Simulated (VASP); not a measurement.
# HfC (Fm-3m) in VASP: a series of runs

HfC is run at these levels: PBE+D4; tasks: single point.

Everything below comes from runs of VASP 6.6.1. Logs are shortened: lines on timing, memory, paths and dates and some standing lists are left out, and cuts for length are marked.

**1. The cell of the first run**

Symmetry: Fm-3m, No. 225, cubic system. Conventional cell: a = 4.659 Å, b = 4.659 Å, c = 4.659 Å, α = 90.00°, β = 90.00°, γ = 90.00°. Within 3.1 Å of Hf (site symmetry m-3m) lie 6 C at 2.33 Å. C (site symmetry m-3m) has 6 Hf at 2.33 Å within 3.1 Å.

**2. Single point, PBE+D4 (volume scaled by 1.02)**

INCAR reads:

```
PREC = Accurate ; ENCUT = 520
EDIFF = 1E-6 ; ISMEAR = 0
SIGMA = 0.05 ; LREAL = F
LASPH = T ; NELM = 60
ALGO = Normal ; ISIF = 2
LWAVE = F ; LCHARG = T
GGA = PE ; IVDW = 13
LELF = T ; LVHAR = T
NBANDS = 14
```

KPOINTS reads:

```
regular mesh
0
Gamma
  8 8 8
```

POSCAR reads:

```
HfC
1.0
    0.0000000000      2.3294347319      2.3294347319
    2.3294347319      0.0000000000      2.3294347319
    2.3294347319      2.3294347319      0.0000000000
Hf C
1 1
Direct
    0.5000000000      0.5000000000      0.5000000000
    0.0000000000      0.0000000000      0.0000000000
```

Potentials or basis: VASP PAW PBE potentials, release 64 (Hf_pv, C).

On the command line:

```
cat potpaw_PBE.64/Hf_pv/POTCAR potpaw_PBE.64/C/POTCAR > POTCAR
mpirun -np 1 vasp_std > vasp.out
```

OUTCAR:

```text
PREC = Accurate
   ENCUT = 520
   EDIFF = 1E-6
   ISMEAR = 0
   LREAL = F
   LASPH = T
   NELM = 60
   ISIF = 2
   GGA = PE
   IVDW = 13

 ion  position               nearest neighbor table
   1  0.500  0.500  0.500-   2 2.33   2 2.33   2 2.33   2 2.33   2 2.33   2 2.33
   2  0.000  0.000  0.000-   1 2.33   1 2.33   1 2.33   1 2.33   1 2.33   1 2.33

  LATTYP: Found a face centered cubic cell.
 ALAT       =     4.6588694638

  Lattice vectors:

 A1 = (   0.0000000000,   2.3294347319,   2.3294347319)
 A2 = (   2.3294347319,   0.0000000000,   2.3294347319)
 A3 = (   2.3294347319,   2.3294347319,   0.0000000000)

Analysis of symmetry for initial positions (statically):
=====================================================================
 Subroutine PRICEL returns:
 Original cell was already a primitive cell.

 Routine SETGRP: Setting up the symmetry group for a
 face centered cubic supercell.

 Subroutine GETGRP returns: Found 48 space group operations
 (whereof 48 operations were pure point group operations)
 out of a pool of 48 trial point group operations.

The static configuration has the point symmetry O_h .

Analysis of symmetry for dynamics (positions and initial velocities):
=====================================================================
 Subroutine PRICEL returns:
 Original cell was already a primitive cell.

 Routine SETGRP: Setting up the symmetry group for a
 face centered cubic supercell.

 Subroutine GETGRP returns: Found 48 space group operations
 (whereof 48 operations were pure point group operations)
 out of a pool of 48 trial point group operations.

The dynamic configuration has the point symmetry O_h .

 Subroutine INISYM returns: Found 48 space group operations
 (whereof 48 operations are pure point group operations),
 and found     1 'primitive' translations

----------------------------------------------------------------------------------------

                                     Primitive cell

  volume of cell :      25.2803

  direct lattice vectors                    reciprocal lattice vectors
     0.000000000  2.329434732  2.329434732    -0.214644348  0.214644348  0.214644348
     2.329434732  0.000000000  2.329434732     0.214644348 -0.214644348  0.214644348
     2.329434732  2.329434732  0.000000000     0.214644348  0.214644348 -0.214644348

  length of vectors
     3.294318191  3.294318191  3.294318191     0.371774917  0.371774917  0.371774917

  position of ions in fractional coordinates (direct lattice)
     0.500000000  0.500000000  0.500000000
     0.000000000  0.000000000  0.000000000

  ion indices of the primitive-cell ions
[... 89 lines left out ...]
   EFERMI =   0.00;   METHOD = LEGACY
   ISMEAR =     0;   SIGMA  =   0.05  broadening in eV -4-tet -1-fermi 0-gaus
   EFERMI_NEDOS =   21; number of points for ismear=-14 and -15
   IALGO  =     38    algorithm
   IMIX   =      4    mixing-type and parameters
     AMIX     =   0.40;   BMIX     =  1.00
     AMIX_MAG =   1.60;   BMIX_MAG =  1.00
  volume/ion in A,a.u.               =      12.64        85.30
  Fermi-wavevector in a.u.,A,eV,Ry     =   1.344385  2.540519 24.590773  1.807371
  Thomas-Fermi vector in A             =   2.472383
   LORBIT       =      0    0 simple, 1 ext, 2 COOP (PROOUT), +10 PAW based schemes
   GGA     = PE    functional components
   LHFCALC =     F    Hartree Fock is set to
   AEXX    =    0.0000 exact exchange contribution
   IVDW    =    13    specifies the selected vdW correction
   LEPSILON=     F    determine dielectric tensor
   LRPA    =     F    only Hartree local field effects (RPA)
 non-spin polarized calculation
 Gauss-broadening in eV      SIGMA  =   0.05
  energy-cutoff  :      520.00
  volume of cell :       25.28
 maximum number of plane-waves:       701
 NGX is ok and might be reduce to    28
   NGX = 13   NGY = 13   NGZ = 13

 number of electron      14.0000001 magnetization

 Free energy of the ion-electron system (eV)
  ---------------------------------------------------
  ext. energy  EPLUGINS =         0.00000000
  ---------------------------------------------------
  free energy    TOTEN  =       -21.04076694 eV

  energy without entropy =      -21.04032169  energy(sigma->0) =      -21.04054432

 E-fermi :   5.8446     XC(G=0): -12.2568

 val. band max:        5.8092361589   @ k =   0.5000   0.5000   0.0000
 cond. band min:       5.8944379850   @ k =   0.1250   0.1250   0.0000
 fundamental gap:      0.0852018262
 Fermi energy:         5.8445965993

 k-point     1 :       0.0000    0.0000    0.0000
  band No.  band energies     occupation
      1     -23.6918      2.00000
      2     -23.6918      2.00000
      3     -23.6918      2.00000
      4      -6.3692      2.00000
      5       6.9093      0.00000
      6       6.9093      0.00000
      7       6.9093      0.00000
      8       7.2983      0.00000
      9       7.2983      0.00000
     10       7.2983      0.00000
     11       9.2816      0.00000
     12       9.2816      0.00000
     13      12.6717      0.00000
     14      16.8929      0.00000
[... 377 lines left out ...]
      1     -24.2531      2.00000
      2     -23.9309      2.00000
      3     -23.8164      2.00000
      4      -3.2406      2.00000
      5       0.9511      2.00000
      6       3.1619      2.00000
      7       3.4461      2.00000
      8       9.7839      0.00000
      9      10.0965      0.00000
     10      11.9038      0.00000
     11      14.7306      0.00000
     12      15.3748      0.00000
     13      16.8464      0.00000
     14      19.0929      0.00000

 [... further k-points ...]

------------------------ aborting loop because EDIFF is reached ----------------------------------------

  DFT-D4 for vdW energy calculation

  Edisp (eV):   -0.49642

  FORCE on cell =-STRESS in cart. coord.  units (eV):
  Direction    XX          YY          ZZ          XY          YZ          ZX
  --------------------------------------------------------------------------------------
  -------------------------------------------------------------------------------------
  Total      -0.82596    -0.82596    -0.82596     0.00000     0.00000     0.00000
  in kB     -52.34645   -52.34645   -52.34645     0.00000     0.00000     0.00000
  external pressure =      -52.35 kB  Pullay stress =        0.00 kB

 VOLUME and BASIS-vectors are now :
 -----------------------------------------------------------------------------
  energy-cutoff  :      520.00
  volume of cell :       25.28
      direct lattice vectors                 reciprocal lattice vectors
     0.000000000  2.329434732  2.329434732    -0.214644348  0.214644348  0.214644348
     2.329434732  0.000000000  2.329434732     0.214644348 -0.214644348  0.214644348
     2.329434732  2.329434732  0.000000000     0.214644348  0.214644348 -0.214644348

 POSITION                                       TOTAL-FORCE (eV/Angst)
 -----------------------------------------------------------------------------------
      2.32943      2.32943      2.32943        -0.000000     -0.000000     -0.000000
      0.00000      0.00000      0.00000         0.000000      0.000000      0.000000
 -----------------------------------------------------------------------------------
    total drift:                                0.000000      0.000000      0.000000

  FREE ENERGIE OF THE ION-ELECTRON SYSTEM (eV)
  ---------------------------------------------------
  free  energy   TOTEN  =       -21.5371842046 eV

  energy  without entropy=      -21.5367389563  energy(sigma->0) =      -21.53696158
```

OSZICAR:

```text
N       E                     dE             d eps       ncg     rms          rms(c)
DAV:   1     0.230587157195E+02    0.23059E+02   -0.78683E+03   812   0.983E+02
DAV:   2    -0.226381833017E+02   -0.45697E+02   -0.43017E+02  1036   0.200E+02
DAV:   3    -0.242222592403E+02   -0.15841E+01   -0.15779E+01   986   0.266E+01
DAV:   4    -0.242294656485E+02   -0.72064E-02   -0.72062E-02   950   0.223E+00
DAV:   5    -0.242295104461E+02   -0.44798E-04   -0.44797E-04   974   0.159E-01    0.563E+01
DAV:   6    -0.211135727850E+02    0.31159E+01   -0.12177E+01   872   0.183E+01    0.406E+01
DAV:   7    -0.210566321028E+02    0.56941E-01   -0.54861E-01  1022   0.520E+00    0.250E+01
DAV:   8    -0.210482091252E+02    0.84230E-02   -0.78582E-02   920   0.223E+00    0.671E+00
DAV:   9    -0.210410046897E+02    0.72044E-02   -0.24491E-02   908   0.929E-01    0.212E+00
DAV:  10    -0.210407737418E+02    0.23095E-03   -0.12434E-03  1010   0.268E-01    0.896E-02
DAV:  11    -0.210407672688E+02    0.64730E-05   -0.78120E-05   926   0.690E-02    0.282E-02
DAV:  12    -0.210407669404E+02    0.32832E-06   -0.25351E-06  1004   0.144E-02
   1 F= -.21537184E+02 E0= -.21536962E+02  d E =-.445248E-03
```

stdout:

```text
POSCAR found type information on POSCAR HfC
 POSCAR found :  2 types and       2 ions
 scaLAPACK will be used
 LDA part: xc-table for (Slater+PW92), standard interpolation
 POSCAR, INCAR and KPOINTS ok, starting setup
 FFT: planning ... GRIDC
 FFT: planning ... GRID_SOFT
 FFT: planning ... GRID
 WAVECAR not read
 entering main loop
```

It took 14 s on 1 thread of Intel Xeon 6975P-C, shared host; peak memory 0.16 GiB.

What came out:

| Item | Value |
| --- | --- |
| Free energy | -21.5372 eV |
| Pressure | -5.2 GPa |
| Band gap on the k mesh | zero (band 7 reaches 6.91 eV, above the bottom of band 8 at 5.49 eV) |
| Dispersion energy per atom | -0.248 eV |

Caveat: spin-orbit coupling is left out, which moves the levels of the heavy elements; pairwise dispersion overbinds metals, which lowers pressure and volume.

**3. Single point, PBE+D4 (volume scaled by 1.04)**

INCAR reads:

```
SYSTEM = HfC
PREC     = Accurate       ! precision mode
ENCUT    = 520            ! plane-wave cutoff, eV
EDIFF    = 1E-6           ! SCF threshold, eV
ISMEAR   = 0              ! smearing method
SIGMA    = 0.05           ! smearing width, eV
LREAL    = .FALSE.        ! projectors in reciprocal space
LASPH    = .TRUE.         ! aspherical terms in the spheres
NELM     = 100            ! most SCF steps
ALGO     = Normal         ! electronic algorithm
ISIF     = 2              ! what is computed and relaxed
LWAVE    = .FALSE.        ! write WAVECAR
LCHARG   = .TRUE.         ! write CHGCAR
GGA      = PE             ! functional
IVDW     = 13             ! dispersion correction
LELF     = .TRUE.         ! ELF
LVHAR    = .TRUE.       
NBANDS   = 14             ! bands
```

KPOINTS reads:

```
regular mesh
0
G
  8 8 8
  0 0 0
```

POSCAR reads:

```
HfC
1.0
    0.0000000000      2.3445613553      2.3445613553
    2.3445613553      0.0000000000      2.3445613553
    2.3445613553      2.3445613553      0.0000000000
Hf C
1 1
Direct
    0.5000000000      0.5000000000      0.5000000000
    0.0000000000      0.0000000000      0.0000000000
```

Potentials or basis: VASP PAW PBE potentials, release 64 (Hf_pv, C).

On the command line:

```
cat potpaw_PBE.64/Hf_pv/POTCAR potpaw_PBE.64/C/POTCAR > POTCAR
mpirun -np 1 vasp_std > vasp.out
```

OUTCAR:

```text
SYSTEM = HfC
   PREC = Accurate
   ENCUT = 520
   EDIFF = 1E-6
   ISMEAR = 0
   LREAL = .FALSE.
   LASPH = .TRUE.
   NELM = 100
   ISIF = 2
   GGA = PE
   IVDW = 13

 ion  position               nearest neighbor table
   1  0.500  0.500  0.500-   2 2.34   2 2.34   2 2.34   2 2.34   2 2.34   2 2.34
   2  0.000  0.000  0.000-   1 2.34   1 2.34   1 2.34   1 2.34   1 2.34   1 2.34

  LATTYP: Found a face centered cubic cell.
 ALAT       =     4.6891227106

  Lattice vectors:

 A1 = (   0.0000000000,   2.3445613553,   2.3445613553)
 A2 = (   2.3445613553,   0.0000000000,   2.3445613553)
 A3 = (   2.3445613553,   2.3445613553,   0.0000000000)

Analysis of symmetry for initial positions (statically):
=====================================================================
 Subroutine PRICEL returns:
 Original cell was already a primitive cell.

 Routine SETGRP: Setting up the symmetry group for a
 face centered cubic supercell.

 Subroutine GETGRP returns: Found 48 space group operations
 (whereof 48 operations were pure point group operations)
 out of a pool of 48 trial point group operations.

The static configuration has the point symmetry O_h .

Analysis of symmetry for dynamics (positions and initial velocities):
[... 179 lines left out ...]
     11       9.0727      0.00000
     12       9.0727      0.00000
     13      12.2963      0.00000
     14      16.6884      0.00000
[... 377 lines left out ...]
      1     -24.4555      2.00000
      2     -24.1568      2.00000
      3     -24.0508      2.00000
      4      -3.3619      2.00000
      5       0.8659      2.00000
      6       3.0466      2.00000
      7       3.3448      2.00000
      8       9.5711      0.00000
      9       9.8720      0.00000
     10      11.6236      0.00000
     11      14.3779      0.00000
     12      15.0119      0.00000
     13      16.4990      0.00000
     14      18.6703      0.00000

 [... further k-points ...]

------------------------ aborting loop because EDIFF is reached ----------------------------------------

  DFT-D4 for vdW energy calculation

  Edisp (eV):   -0.48583

  FORCE on cell =-STRESS in cart. coord.  units (eV):
  Direction    XX          YY          ZZ          XY          YZ          ZX
  --------------------------------------------------------------------------------------
  -------------------------------------------------------------------------------------
  Total      -1.51795    -1.51795    -1.51795    -0.00000     0.00000     0.00000
  in kB     -94.35224   -94.35224   -94.35224    -0.00000     0.00000     0.00000
  external pressure =      -94.35 kB  Pullay stress =        0.00 kB

 VOLUME and BASIS-vectors are now :
 -----------------------------------------------------------------------------
  energy-cutoff  :      520.00
  volume of cell :       25.78
      direct lattice vectors                 reciprocal lattice vectors
     0.000000000  2.344561355  2.344561355    -0.213259508  0.213259508  0.213259508
     2.344561355  0.000000000  2.344561355     0.213259508 -0.213259508  0.213259508
     2.344561355  2.344561355  0.000000000     0.213259508  0.213259508 -0.213259508

 POSITION                                       TOTAL-FORCE (eV/Angst)
 -----------------------------------------------------------------------------------
      2.34456      2.34456      2.34456        -0.000000     -0.000000     -0.000000
      0.00000      0.00000      0.00000         0.000000      0.000000      0.000000
 -----------------------------------------------------------------------------------
    total drift:                                0.000000      0.000000      0.000000

  FREE ENERGIE OF THE ION-ELECTRON SYSTEM (eV)
  ---------------------------------------------------
  free  energy   TOTEN  =       -21.5145633993 eV

  energy  without entropy=      -21.5142852100  energy(sigma->0) =      -21.51442430
```

stdout:

```text
POSCAR found type information on POSCAR HfC
 POSCAR found :  2 types and       2 ions
 scaLAPACK will be used
 LDA part: xc-table for (Slater+PW92), standard interpolation
 POSCAR, INCAR and KPOINTS ok, starting setup
 FFT: planning ... GRIDC
 FFT: planning ... GRID_SOFT
 FFT: planning ... GRID
 WAVECAR not read
 entering main loop
```

Run time: 12 s. Hardware: 1 thread of Intel Xeon 6975P-C, shared host; peak memory 0.16 GiB.

Results:

* Free energy: -21.5146 eV
* Pressure: -9.4 GPa
* Band gap on the k mesh: zero (band 7 reaches 6.75 eV, above the bottom of band 8 at 5.34 eV)
* Dispersion energy per atom: -0.243 eV

Caveat: spin-orbit coupling is left out, which moves the levels of the heavy elements; pairwise dispersion overbinds metals, which lowers pressure and volume.
